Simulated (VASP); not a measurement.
Write the native input for VASP 6.6.1 that does the following.

```yaml
Task: single point
Functional: PBEsol
Potentials_or_basis: VASP PAW PBE potentials, release 64 (As, Al)
Cutoff: 520 eV
k_mesh: 9 × 9 × 1
Occupations: gaussian, width 0.05 eV
Spin: no spin polarisation
Dipole_correction: yes
Further_INCAR_settings: ALGO = Normal; EDIFF = 1e-07; NBANDS = 21
```

The structure of AlAs lies in POSCAR:

```
AlAs
1.0
    4.0125456562      0.0000000000      0.0000000000
   -2.0062728281      3.4749664721      0.0000000000
    0.0000000000      0.0000000000     24.3715170705
As Al
3 3
Direct
    0.0000000000      0.0000000000      0.3487677839
    0.3333333333      0.6666666667      0.4831964204
    0.6666666667      0.3333333333      0.6191271610
    0.3333333333      0.6666666667      0.3823749431
    0.6666666667      0.3333333333      0.5133571146
    0.0000000000      0.0000000000      0.6467176841
```

One way to write it, as run:

INCAR

```
PREC = Accurate
ENCUT = 520
EDIFF = 1E-7
ISMEAR = 0
SIGMA = 0.05
LREAL = False
LASPH = True
NELM = 80
ALGO = Normal
ISIF = 2
LWAVE = False
LCHARG = False
LDIPOL = True
IDIPOL = 3
DIPOL = 0.5 0.5 0.499
GGA = PS
NBANDS = 21
```

KPOINTS

```
regular mesh
0
Gamma
  9 9 1
```

Potentials or basis: VASP PAW PBE potentials, release 64 (As, Al).

Run with:

```bash
$ cat potpaw_PBE.64/As/POTCAR potpaw_PBE.64/Al/POTCAR > POTCAR
$ mpirun -np 1 vasp_std > vasp.out
```

Results of the run:

```json
{
 "Largest force": "0.769 eV/Å",
 "Band gap on the k mesh": "zero (band 12 reaches -0.81 eV, above the bottom of band 13 at -0.97 eV)"
}
```

Caveat: the PAW data sets were made with another functional, which shifts forces and pressure a little.

Run time: 3.4 min on 1 thread of Intel(R) Xeon(R) 6975P-C (Granite Rapids), with other jobs on the host, peak memory 0.43 GiB.
